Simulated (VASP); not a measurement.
# Zn (Fm-3m) in VASP: further runs

Runs on Zn. Level: PBE. Tasks: single point, relaxation of cell and atoms.

Program: VASP 6.6.1. These are calculated values, not measurements. Logs are shortened: lines on timing, memory, paths and dates and some standing lists are left out, and cuts for length are marked.

### Step 1. The cell of the first run

Symmetry: Fm-3m, No. 225, cubic system. The conventional cell has a = 3.928 Å, b = 3.928 Å, c = 3.928 Å, α = 90.00°, β = 90.00°, γ = 90.00°. Within 3.7 Å of Zn (site symmetry m-3m) lie 12 Zn at 2.78 Å.

### Step 2. Single point, PBE

The input, INCAR:

```
PREC = Accurate
ENCUT = 520
EDIFF = 1E-7
ISMEAR = 0
SIGMA = 0.1
LREAL = False
LASPH = True
NELM = 80
ALGO = Normal
ISIF = 2
LWAVE = False
LCHARG = False
GGA = PE
NBANDS = 12
```

The input, KPOINTS:

```
regular mesh
0
Gamma
  18 18 18
```

The input, POSCAR:

```
Zn
1.0
    0.0000000000      1.9641492473      1.9641492473
    1.9641492473      0.0000000000      1.9641492473
    1.9641492473      1.9641492473      0.0000000000
Zn
1
Direct
    0.0000000000      0.0000000000      0.0000000000
```

Potentials or basis: VASP PAW PBE potentials, release 64 (Zn).

The run is started by

```sh
cat potpaw_PBE.64/Zn/POTCAR > POTCAR
mpirun -np 1 vasp_std > vasp.out
```

OUTCAR:

```text
PREC = Accurate
   ENCUT = 520
   EDIFF = 1E-7
   ISMEAR = 0
   LREAL = False
   LASPH = True
   NELM = 80
   ISIF = 2
   GGA = PE

 ion  position               nearest neighbor table
   1  0.000  0.000  0.000-

  LATTYP: Found a face centered cubic cell.
 ALAT       =     3.9282984946

  Lattice vectors:

 A1 = (   0.0000000000,   1.9641492473,   1.9641492473)
 A2 = (   1.9641492473,   0.0000000000,   1.9641492473)
 A3 = (   1.9641492473,   1.9641492473,   0.0000000000)

Analysis of symmetry for initial positions (statically):
=====================================================================
 Subroutine PRICEL returns:
 Original cell was already a primitive cell.

 Routine SETGRP: Setting up the symmetry group for a
 face centered cubic supercell.

 Subroutine GETGRP returns: Found 48 space group operations
 (whereof 48 operations were pure point group operations)
 out of a pool of 48 trial point group operations.

The static configuration has the point symmetry O_h .

Analysis of symmetry for dynamics (positions and initial velocities):
=====================================================================
 Subroutine PRICEL returns:
 Original cell was already a primitive cell.

 Routine SETGRP: Setting up the symmetry group for a
 face centered cubic supercell.

 Subroutine GETGRP returns: Found 48 space group operations
 (whereof 48 operations were pure point group operations)
 out of a pool of 48 trial point group operations.

The dynamic configuration has the point symmetry O_h .

 Subroutine INISYM returns: Found 48 space group operations
 (whereof 48 operations are pure point group operations),
 and found     1 'primitive' translations

----------------------------------------------------------------------------------------

                                     Primitive cell

  volume of cell :      15.1549

  direct lattice vectors                    reciprocal lattice vectors
     0.000000000  1.964149247  1.964149247    -0.254563140  0.254563140  0.254563140
     1.964149247  0.000000000  1.964149247     0.254563140 -0.254563140  0.254563140
     1.964149247  1.964149247  0.000000000     0.254563140  0.254563140 -0.254563140

  length of vectors
     2.777726504  2.777726504  2.777726504     0.440916292  0.440916292  0.440916292

  position of ions in fractional coordinates (direct lattice)
     0.000000000  0.000000000  0.000000000

  ion indices of the primitive-cell ions
   primitive index   ion index
                 1           1

----------------------------------------------------------------------------------------

 KPOINTS: regular mesh

Automatic generation of k-mesh.
 Grid dimensions read from file:
 generate k-points for:   18   18   18

 Generating k-lattice:

  Cartesian coordinates                     Fractional coordinates (reciprocal lattice)
    -0.014142397  0.014142397  0.014142397     0.055555556  0.000000000  0.000000000
     0.014142397 -0.014142397  0.014142397     0.000000000  0.055555556  0.000000000
     0.014142397  0.014142397 -0.014142397     0.000000000  0.000000000  0.055555556

  Length of vectors
     0.024495350  0.024495350  0.024495350

  Shift w.r.t. Gamma in fractional coordinates (k-lattice)
     0.000000000  0.000000000  0.000000000

 Subroutine IBZKPT returns following result:
 ===========================================

 Found    195 irreducible k-points:

 Following reciprocal coordinates:
            Coordinates               Weight
  0.000000  0.000000  0.000000      1.000000
  0.055556  0.000000  0.000000      8.000000
  0.111111  0.000000  0.000000      8.000000
  0.166667  0.000000  0.000000      8.000000
  0.222222  0.000000  0.000000      8.000000
  0.277778  0.000000  0.000000      8.000000
[... 16 lines left out ...]
 -0.277778  0.055556  0.000000     24.000000
 -0.222222  0.055556  0.000000     24.000000
 [... further k-points ...]
   k-points           NKPTS =    195   k-points in BZ     NKDIM =    195   number of bands    NBANDS=     12
   number of dos      NEDOS =    301   number of ions     NIONS =      1
   total plane-waves  NPLWV =  13824
   dimension x,y,z NGX =    24 NGY =   24 NGZ =   24
   dimension x,y,z NGXF=    48 NGYF=   48 NGZF=   48
   ions per type =               1
   NGX,Y,Z   is equivalent  to a cutoff of  14.36, 14.36, 14.36 a.u.
   NGXF,Y,Z  is equivalent  to a cutoff of  28.73, 28.73, 28.73 a.u.
 SYSTEM =  unknown system
   PREC   = accura    normal or accurate (medium, high low for compatibility)
   ISTART =      0    job   : 0-new  1-cont  2-samecut
   ICHARG =      2    charge: 1-file 2-atom 10-const
   ISPIN  =      1    spin polarized calculation?
   LNONCOLLINEAR =      F non collinear calculations
   LSORBIT =      F    spin-orbit coupling
   LASPH  =      T    aspherical Exc in radial PAW
   ENCUT  =  520.0 eV  38.22 Ry    6.18 a.u.   5.16  5.16  5.16*2*pi/ulx,y,z
   NELM   =     80;   NELMIN=  2; NELMDL= -5     # of ELM steps
   EDIFF  = 0.1E-06   stopping-criterion for ELM
   LREAL  =      F    real-space projection
   EDIFFG = 0.1E-05   stopping-criterion for IOM
   NSW    =      0    number of steps for IOM
   IBRION =     -1    ionic relax: 0-MD 1-quasi-New 2-CG
   NFREE  =      0    steps in history (QN), initial steepest desc. (CG)
   ISIF   =      2    stress and relaxation
   ISYM   =      2    0-nonsym 1-usesym 2-fastsym
   POTIM  = 0.5000    time-step for ionic-motion
   TEBEG  =    0.0;   TEEND  =   0.0 temperature during run
   PSTRESS=    0.0 pullay stress
   NELECT =      12.0000    total number of electrons
   NUPDOWN=      -1.0000    fix difference up-down
   EMIN   =  10.00;   EMAX   =-10.00  energy-range for DOS
   EFERMI =   0.00;   METHOD = LEGACY
   ISMEAR =     0;   SIGMA  =   0.10  broadening in eV -4-tet -1-fermi 0-gaus
   EFERMI_NEDOS =   21; number of points for ismear=-14 and -15
   IALGO  =     38    algorithm
   IMIX   =      4    mixing-type and parameters
     AMIX     =   0.40;   BMIX     =  1.00
     AMIX_MAG =   1.60;   BMIX_MAG =  1.00
  volume/ion in A,a.u.               =      15.15       102.27
  Fermi-wavevector in a.u.,A,eV,Ry     =   1.514552  2.862088 31.209952  2.293867
  Thomas-Fermi vector in A             =   2.624194
   LORBIT       =      0    0 simple, 1 ext, 2 COOP (PROOUT), +10 PAW based schemes
   GGA     = PE    functional components
   LHFCALC =     F    Hartree Fock is set to
   AEXX    =    0.0000 exact exchange contribution
   IVDW    =     0    specifies the selected vdW correction
   LEPSILON=     F    determine dielectric tensor
   LRPA    =     F    only Hartree local field effects (RPA)
 non-spin polarized calculation
 Gauss-broadening in eV      SIGMA  =   0.10
  energy-cutoff  :      520.00
  volume of cell :       15.15
 maximum number of plane-waves:       419
 NGX is ok and might be reduce to    24
   NGX = 11   NGY = 11   NGZ = 11

 number of electron      12.0000008 magnetization

 Free energy of the ion-electron system (eV)
  ---------------------------------------------------
  ext. energy  EPLUGINS =         0.00000000
  ---------------------------------------------------
  free energy    TOTEN  =        -1.08542685 eV

  energy without entropy =       -1.08415434  energy(sigma->0) =       -1.08479060

 E-fermi :   3.0276     XC(G=0): -11.5819

 val. band max:        2.9963874945   @ k =  -0.3889   0.4444   0.0556
 cond. band min:       3.0877608825   @ k =  -0.3333   0.3333   0.1667
 fundamental gap:      0.0913733879
 Fermi energy:         3.0276454511

 k-point     1 :       0.0000    0.0000    0.0000
  band No.  band energies     occupation
      1      -7.2714      2.00000
      2      -4.5323      2.00000
      3      -4.5323      2.00000
      4      -4.5323      2.00000
      5      -4.1521      2.00000
      6      -4.1521      2.00000
      7      21.3741      0.00000
      8      21.3742      0.00000
      9      21.3742      0.00000
     10      21.9900      0.00000
     11      24.1497      0.00000
     12      24.1497      0.00000

 k-point     2 :       0.0556    0.0000    0.0000
  band No.  band energies     occupation
      1      -7.1781      2.00000
      2      -4.5402      2.00000
      3      -4.5216      2.00000
      4      -4.5216      2.00000
      5      -4.1553      2.00000
      6      -4.1553      2.00000
      7      19.6336      0.00000
      8      21.0605      0.00000
      9      21.0605      0.00000
     10      21.8010      0.00000
     11      24.6214      0.00000
     12      24.6214      0.00000

 k-point     3 :       0.1111    0.0000    0.0000
  band No.  band energies     occupation
      1      -6.9021      2.00000
      2      -4.5581      2.00000
      3      -4.4937      2.00000
      4      -4.4937      2.00000
      5      -4.1609      2.00000
      6      -4.1609      2.00000
      7      16.9242      0.00000
      8      20.4494      0.00000
      9      20.4494      0.00000
     10      21.6910      0.00000
     11      25.7007      0.00000
     12      25.7007      0.00000

 k-point     4 :       0.1667    0.0000    0.0000
  band No.  band energies     occupation
      1      -6.4614      2.00000
      2      -4.5642      2.00000
      3      -4.4630      2.00000
      4      -4.4630      2.00000
      5      -4.1569      2.00000
      6      -4.1569      2.00000
      7      14.2304      0.00000
      8      19.8429      0.00000
      9      19.8429      0.00000
     10      21.5379      0.00000
     11      26.7383      0.00000
     12      26.8066      0.00000

 k-point     5 :       0.2222    0.0000    0.0000
  band No.  band energies     occupation
      1      -5.9172      2.00000
      2      -4.4915      2.00000
      3      -4.4497      2.00000
      4      -4.4497      2.00000
      5      -4.1262      2.00000
      6      -4.1262      2.00000
      7      11.6486      0.00000
      8      19.3296      0.00000
      9      19.3296      0.00000
     10      21.3433      0.00000
     11      25.6007      0.00000
     12      25.6007      0.00000

 k-point     6 :       0.2778    0.0000    0.0000
  band No.  band energies     occupation
      1      -5.4657      2.00000
      2      -4.4611      2.00000
      3      -4.4611      2.00000
      4      -4.1383      2.00000
      5      -4.0665      2.00000
      6      -4.0665      2.00000
      7       9.2068      0.00000
      8      18.9317      0.00000
      9      18.9317      0.00000
     10      21.1225      0.00000
     11      24.3981      0.00000
     12      24.3981      0.00000

 k-point     7 :       0.3333    0.0000    0.0000
  band No.  band energies     occupation
      1      -5.2906      2.00000
      2      -4.4861      2.00000
      3      -4.4861      2.00000
      4      -3.9943      2.00000
      5      -3.9943      2.00000
      6      -3.3177      2.00000
      7       6.9210      0.00000
      8      18.6496      0.00000
      9      18.6496      0.00000
     10      20.9002      0.00000
     11      23.4116      0.00000
     12      23.4116      0.00000

 k-point     8 :       0.3889    0.0000    0.0000
  band No.  band energies     occupation
      1      -5.2594      2.00000
      2      -4.5120      2.00000
      3      -4.5120      2.00000
      4      -3.9289      2.00000
      5      -3.9289      2.00000
      6      -2.1659      2.00000
      7       4.8077      0.00000
      8      18.4722      0.00000
      9      18.4722      0.00000
     10      20.7084      0.00000
     11      22.6719      0.00000
     12      22.6719      0.00000
[... 166 lines left out ...]
 k-point    20 :      -0.4444    0.0556    0.0000
  band No.  band energies     occupation
      1      -5.2352      2.00000
      2      -4.5446      2.00000
      3      -4.5183      2.00000
      4      -3.9138      2.00000
      5      -3.8877      2.00000
      6      -0.2639      2.00000
      7       2.4271      2.00000
      8      17.0201      0.00000
      9      18.1578      0.00000
     10      19.9096      0.00000
     11      22.4804      0.00000
     12      23.5819      0.00000

 k-point    21 :      -0.3889    0.0556    0.0000
  band No.  band energies     occupation
      1      -5.2273      2.00000
      2      -4.5273      2.00000
      3      -4.5053      2.00000
      4      -3.9433      2.00000
      5      -3.9379      2.00000
      6      -1.6221      2.00000
      7       4.2222      0.00000
      8      16.7840      0.00000
      9      18.6926      0.00000
     10      20.3265      0.00000
     11      22.4009      0.00000
     12      23.6855      0.00000

 k-point    22 :      -0.3333    0.0556    0.0000
  band No.  band energies     occupation
      1      -5.2342      2.00000
      2      -4.5017      2.00000
      3      -4.4818      2.00000
      4      -4.0150      2.00000
      5      -4.0098      2.00000
      6      -2.8346      2.00000
      7       6.2727      0.00000
      8      16.7163      0.00000
      9      19.2958      0.00000
     10      20.8417      0.00000
     11      22.6122      0.00000
     12      23.8754      0.00000

 k-point    23 :      -0.2778    0.0556    0.0000
  band No.  band energies     occupation
      1      -5.3284      2.00000
      2      -4.4776      2.00000
      3      -4.4543      2.00000
      4      -4.1749      2.00000
      5      -4.0902      2.00000
      6      -3.7014      2.00000
      7       8.5027      0.00000
      8      16.8176      0.00000
      9      19.9052      0.00000
     10      21.3856      0.00000
     11      23.1625      0.00000
     12      24.1901      0.00000

 k-point    24 :      -0.2222    0.0556    0.0000
  band No.  band energies     occupation
      1      -5.6731      2.00000
      2      -4.5099      2.00000
      3      -4.4353      2.00000
      4      -4.4094      2.00000
      5      -4.1597      2.00000
      6      -4.0048      2.00000
      7      10.8925      0.00000
      8      17.0841      0.00000
      9      20.4858      0.00000
     10      21.8539      0.00000
     11      24.0612      0.00000
     12      24.6803      0.00000

 [... further k-points ...]
[... 5 lines left out ...]
  --------------------------------------------------------------------------------------
  -------------------------------------------------------------------------------------
  Total        0.0308828      0.0308828      0.0308828      0.0000000     -0.0000000      0.0000000
  in kB        3.2649296      3.2649296      3.2649296      0.0000000     -0.0000000      0.0000000
  external PRESSURE =       3.2649296 kB  Pullay stress =       0.0000000 kB

 VOLUME and BASIS-vectors are now :
 -----------------------------------------------------------------------------
  energy-cutoff  :      520.00
  volume of cell :       15.15
      direct lattice vectors                 reciprocal lattice vectors
     0.000000000  1.964149247  1.964149247    -0.254563140  0.254563140  0.254563140
     1.964149247  0.000000000  1.964149247     0.254563140 -0.254563140  0.254563140
     1.964149247  1.964149247  0.000000000     0.254563140  0.254563140 -0.254563140

 POSITION                                       TOTAL-FORCE (eV/Angst)
 -----------------------------------------------------------------------------------
      0.00000      0.00000      0.00000         0.000000      0.000000      0.000000
 -----------------------------------------------------------------------------------
    total drift:                               -0.000000      0.000000     -0.000000

  FREE ENERGIE OF THE ION-ELECTRON SYSTEM (eV)
  ---------------------------------------------------
  free  energy   TOTEN  =        -1.0854268476 eV

  energy  without entropy=       -1.0841543438  energy(sigma->0) =       -1.08479060
```

It took 70 s on 1 thread of AMD EPYC 7R43 (Zen 3), shared host; peak memory 0.12 GiB.

What came out:

- Free energy: -1.0854 eV
- Pressure: 0.3 GPa
- Band gap on the k mesh: zero (band 6 reaches 4.73 eV, above the bottom of band 7 at 1.71 eV)

Levels at points of the mesh, in eV from the Fermi level:
```
           k point  band 3  band 4  band 5  band 6  band 7  band 8  band 9  band 10
(0.00, 0.00, 0.00)   -7.56   -7.56   -7.18   -7.18   18.35   18.35   18.35    18.96
(0.50, 0.00, 0.00)   -7.56   -6.90   -6.90   -2.84   -1.32   15.32   15.32    17.50
(0.50, 0.50, 0.00)   -6.91   -6.82   -6.82   -0.93    1.80    8.50    8.50    12.15
```

### Step 3. Relaxation of cell and atoms, PBE

This run uses another cell than the first one, of 15.00 Å³/atom, 0.990 times its volume.

The input, INCAR:

```
SYSTEM = Zn
PREC     = Accurate       ! precision mode
ENCUT    = 600            ! plane-wave cutoff, eV
EDIFF    = 1E-7           ! SCF threshold, eV
ISMEAR   = 0              ! smearing method
SIGMA    = 0.1            ! smearing width, eV
LREAL    = .FALSE.        ! projectors in reciprocal space
LASPH    = .TRUE.         ! aspherical terms in the spheres
NELM     = 60             ! most SCF steps
ALGO     = Fast           ! electronic algorithm
ISIF     = 3              ! what is computed and relaxed
LWAVE    = .FALSE.        ! write WAVECAR
LCHARG   = .FALSE.        ! write CHGCAR
GGA      = PE             ! functional
IBRION   = 2              ! ionic algorithm
NSW      = 80             ! ionic steps
EDIFFG   = -0.01          ! ionic threshold
```

The input, KPOINTS:

```
Automatic mesh
0
G
  18 18 18
  0 0 0
```

The input, POSCAR:

```
Zn
1.0
    0.0000000000      1.9573669634      1.9573669634
    1.9573669634      0.0000000000      1.9573669634
    1.9573669634      1.9573669634      0.0000000000
Zn
1
Direct
    0.0000000000      0.0000000000      0.0000000000
```

Potentials or basis: VASP PAW PBE potentials, release 64 (Zn).

The run is started by

```sh
cat potpaw_PBE.64/Zn/POTCAR > POTCAR
mpirun -np 1 vasp_std > vasp.out
```

It took 2.3 min on 1 thread of AMD EPYC 7R43 (Zen 3), shared host; peak memory 0.13 GiB.

It converged, with:

* Free energy: -1.0852 eV
* Relaxed volume: 15.23 Å³/atom
* Relaxed cell: a = 2.782 Å, b = 2.782 Å, c = 2.782 Å, α = 60.00°, β = 60.00°, γ = 60.00°
* Space group after relaxing (to 0.05 Å): Fm-3m (No. 225)
* Energy gained by relaxing: 0.7 meV/atom
* Ionic steps: 4
* Pressure after relaxing: -0.1 GPa
* Band gap on the k mesh: zero (band 6 reaches 4.69 eV, above the bottom of band 7 at 1.67 eV)

The path:
| step | energy change (eV) | largest force (eV/Å) | pressure (GPa) | volume (Å³) |
| --- | --- | --- | --- | --- |
| 1 | 0.0000 | 0.0000 | 1.00 | 15.00 |
| 2 | -0.0007 | 0.0000 | 0.13 | 15.20 |
| 3 | -0.0006 | 0.0000 | -0.22 | 15.27 |
| 4 | -0.0007 | 0.0000 | -0.09 | 15.23 |

Final structure:
```
Zn
1.0
     0.00000    1.96734    1.96734
     1.96734    0.00000    1.96734
     1.96734    1.96734    0.00000
Zn
1
Direct
  0.00000 0.00000 0.00000
```

Levels at points of the mesh, in eV from the Fermi level:
| k point | band 4 | band 5 | band 6 | band 7 | band 8 | band 9 |
| --- | --- | --- | --- | --- | --- | --- |
| (0.00, 0.00, 0.00) | -7.55 | -7.17 | -7.17 | 18.28 | 18.28 | 18.28 |
| (0.50, 0.00, 0.00) | -6.89 | -6.89 | -2.82 | -1.32 | 15.27 | 15.27 |
| (0.50, 0.50, 0.00) | -6.82 | -6.82 | -0.92 | 1.78 | 8.47 | 8.47 |

PBE usually gives volumes a little too large and moduli too small. Zero-point motion and thermal expansion aren't in these numbers.

[end of part 1 of 2]
